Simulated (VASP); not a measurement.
Bi:

```
CELL_PARAMETERS angstrom
0.00000 3.50330 3.50330
3.50330 0.00000 3.50330
3.50330 3.50330 0.00000
ATOMIC_POSITIONS crystal
Bi 0.12500 0.12500 0.12500
Bi 0.87500 0.87500 0.87500
```

This isn't the form of Bi at room conditions, which is rhombohedral.

| Property | Result |
| --- | --- |
| Program | VASP 6.6.1 |
| Task | relaxation of cell and atoms |
| Functional | PBEsol |
| Potentials or basis | VASP PAW PBE potentials, release 64 (Bi_d) |
| Cutoff | 600 eV |
| k mesh | 8 × 8 × 8 |
| Occupations | fermi-dirac, width 0.1 eV |
| Spin | no spin polarisation |

At the start: pressure 2.6 GPa; volume 43.00 Å³/atom.

Problem. Where does the relaxation end?

Solution. Over 3 steps the energy falls by 23.6 meV/atom and the volume is 46.05 Å³/atom (+7.1 %); space group Fd-3m (No. 227, to 0.1 Å) before and after.

Step by step:
| step | energy change (eV) | largest force (eV/Å) | pressure (GPa) | volume (Å³) |
| --- | --- | --- | --- | --- |
| 1 | 0.0000 | 0.0000 | 2.63 | 85.99 |
| 2 | -0.0378 | 0.0000 | -0.97 | 95.07 |
| 3 | -0.0471 | 0.0000 | 0.00 | 92.09 |

Final structure:
```yaml
crystal:
  lattice:
    - [0.00000, 3.58422, 3.58422]
    - [3.58422, 0.00000, 3.58422]
    - [3.58422, 3.58422, 0.00000]
  atoms:
    - { symbol: Bi, position: [0.12500, 0.12500, 0.12500] }
    - { symbol: Bi, position: [0.87500, 0.87500, 0.87500] }
```

Caveat: the PAW data sets were made with another functional, which shifts forces and pressure a little.
